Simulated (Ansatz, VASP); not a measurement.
**TaPSe4 in VASP and in Ansatz**

File INCAR:

```
PREC = Accurate
ENCUT = 600
EDIFF = 1E-6
ISMEAR = 0
SIGMA = 0.1
LREAL = F
LASPH = T
NELM = 100
ALGO = Normal
ISIF = 3
LWAVE = F
LCHARG = F
GGA = PE
IBRION = 2
NSW = 100
EDIFFG = -0.01
```

Contents of KPOINTS:

```
regular mesh
0
Gamma
  8 8 8
```

Contents of POSCAR:

```
TaPSe4
1.0
    0.0000000000      3.8922244334      3.8922244334
    3.8922244334      0.0000000000      3.8922244334
    3.8922244334      3.8922244334      0.0000000000
Ta P Se
1 1 4
Direct
    0.7500000000      0.7500000000      0.7500000000
    0.5000000000      0.5000000000      0.5000000000
    0.6279637754      0.1240120749      0.1240120749
    0.1240120749      0.1240120749      0.1240120749
    0.1240120749      0.6279637754      0.1240120749
    0.1240120749      0.1240120749      0.6279637754
```

Input for Ansatz:

```yaml
crystal:
  lattice:
    - [0.0, 3.8922244334, 3.8922244334]
    - [3.8922244334, 0.0, 3.8922244334]
    - [3.8922244334, 3.8922244334, 0.0]
  atoms:
    - { symbol: Ta, position: [0.75, 0.75, 0.75] }
    - { symbol: P, position: [0.5, 0.5, 0.5] }
    - { symbol: Se, position: [0.6279637754, 0.1240120749, 0.1240120749] }
    - { symbol: Se, position: [0.1240120749, 0.1240120749, 0.1240120749] }
    - { symbol: Se, position: [0.1240120749, 0.6279637754, 0.1240120749] }
    - { symbol: Se, position: [0.1240120749, 0.1240120749, 0.6279637754] }
basis:
  ecutwfc: 420
kpoints:
  mp_grid: { grid: [8, 8, 8] }
hamiltonian:
  xc: pbe
scf:
  occupations: { method: gaussian, width: 0.1 }
output:
  forces: true
  stress: true
  eigenvalues: true
relax:
  adjacent_minimum: "off"
  f_tol: 0.01
  max_steps: 80
  cell: { stress_tol: 0.05 }
```

Change from the starting cell: species swapped into the TmNi4Au type (F-43m, No. 216).

Alike in both runs: task relaxation of cell and atoms; functional PBE; k mesh 8 × 8 × 8; occupations gaussian, width 0.1 eV; no spin polarisation.

|  | VASP | Ansatz |
| --- | --- | --- |
| version | VASP 6.6.1 | Ansatz 0.2.0 |
| potentials or method | VASP PAW PBE potentials, release 64 (Ta_pv, P, Se), cutoff 600 eV | scalar-relativistic, plane waves, PAW |
| valence electrons in the cell | 40 | 82 |

Ansatz gave:

```
gap on the k mesh at the Fermi level, each at its own relaxed structure (eV)  : none
relaxed volume (Å³/atom)                                                      : 19.49
relaxed length of the cell vector where the two differ most in proportion (Å) : 5.489
```

Q: Estimate VASP's values.

A: gap on the k mesh at the Fermi level, each at its own relaxed structure (eV): none; relaxed volume (Å³/atom): 19.50; relaxed length of the cell vector where the two differ most in proportion (Å): 5.490.

A gap of «none» marks a metal or a gap that the smearing closes. VASP's potentials hold 40 valence electrons a cell and Ansatz's 82, so a difference there can come from the potentials and not from the codes.

Neither program's run includes spin-orbit coupling.
